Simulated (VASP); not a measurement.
KI2, 3 atoms in the cell. The structure is cubic, space group Fm-3m (No. 225). Conventional cell: a = 8.085 Å, b = 8.085 Å, c = 8.085 Å, α = 90.00°, β = 90.00°, γ = 90.00°. Within 4.6 Å of K (site symmetry m-3m) lie 8 I at 3.50 Å. Within 4.6 Å of I (site symmetry -43m) lie 4 K at 3.50 Å and 6 I at 4.04 Å. 

```yaml
Program: VASP 6.6.1
Task: single point
Functional: PBE
Potentials_or_basis: VASP PAW PBE potentials, release 64 (K_sv, I)
Cutoff: 520 eV
k_mesh: 4 × 4 × 4
Occupations: gaussian, width 0.1 eV
Spin: no spin polarisation
Dipole_correction: no
Further_INCAR_settings: ALGO = Normal; EDIFF = 1e-06; NBANDS = 18
```

Potentials or basis: VASP PAW PBE potentials, release 64 (K_sv, I).

The run is started by

```console
$ cat potpaw_PBE.64/K_sv/POTCAR potpaw_PBE.64/I/POTCAR > POTCAR
$ mpirun -np 1 vasp_std > vasp.out
```

Hardware: 1 thread of AMD EPYC 9R45 (Zen 5) (shared host).

Task: How long does it take, and how much memory?

Result: It took 33 s on 1 thread of AMD EPYC 9R45 (Zen 5) (shared host), peak memory 0.28 GiB. Counts: scf iterations 13, k points 8.
